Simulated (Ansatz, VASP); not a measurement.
Ti: VASP beside Ansatz

File INCAR:

```
SYSTEM = Ti
ALGO     = Normal         ! electronic algorithm
EDIFF    = 1E-8           ! SCF threshold, eV
ENCUT    = 520            ! plane-wave cutoff, eV
GGA      = CA             ! functional
ISIF     = 2              ! what is computed and relaxed
ISMEAR   = -1             ! smearing method
LASPH    = .TRUE.         ! aspherical terms in the spheres
LCHARG   = .FALSE.        ! write CHGCAR
LEFG     = .TRUE.       
LREAL    = .FALSE.        ! projectors in reciprocal space
LWAVE    = .FALSE.        ! write WAVECAR
NBANDS   = 19             ! bands
NELM     = 100            ! most SCF steps
PREC     = Accurate       ! precision mode
SIGMA    = 0.05           ! smearing width, eV
```

KPOINTS

```
k-points
0
G
  13 13 7
  0 0 0
```

File POSCAR:

```
Ti
1.0
    2.8859641405      0.0000000000      0.0000000000
   -1.4429820702      2.4993182601      0.0000000000
    0.0000000000      0.0000000000      4.5621823725
Ti
2
Direct
    0.3333333333      0.6666666667      0.2500000000
    0.6666666667      0.3333333333      0.7500000000
```

Input for Ansatz:

```yaml
crystal:
  lattice:
    - [2.8859641405, 0.0, 0.0]
    - [-1.4429820702, 2.4993182601, 0.0]
    - [0.0, 0.0, 4.5621823725]
  atoms:
    - { symbol: Ti, position: [0.3333333333, 0.6666666667, 0.25] }
    - { symbol: Ti, position: [0.6666666667, 0.3333333333, 0.75] }
kpoints:
  mp_grid: { grid: [13, 13, 7] }
scf:
  occupations: { method: fermi_dirac, width: 0.05 }
  mixing: { preconditioner: ldos }
hamiltonian:
  xc: lda
  pseudopotentials: { kind: all_electron, datasets: crystal }
output:
  forces: true
  stress: true
  eigenvalues: true
  efg: { contact_densities: true }
```

Alike in both runs: task electric field gradients; functional LDA; k mesh 13 × 13 × 7; occupations fermi-dirac, width 0.05 eV; no spin polarisation.

```csv
,VASP,Ansatz
version,VASP 6.6.1,Ansatz 0.2.0
potentials or method,"VASP PAW LDA potentials, release 64 (Ti_sv), cutoff 520 eV","all-electron PAW with datasets made for the crystal, scalar-relativistic"
```

```csv
,VASP,Ansatz,Ansatz less VASP
gap on the k mesh at the Fermi level (eV),none,none,-
pressure (GPa),-2.7,-2.6,+0.17
"traceless stress, the component that is largest in VASP (GPa)",0.30,0.27,-0.022
```

LDA's correlation is that of Perdew and Zunger in VASP and of Perdew and Wang (1992) in Ansatz. A gap of «none» marks a metal or a gap that the smearing closes. Ansatz ran all-electron here, and VASP with PAW potentials.
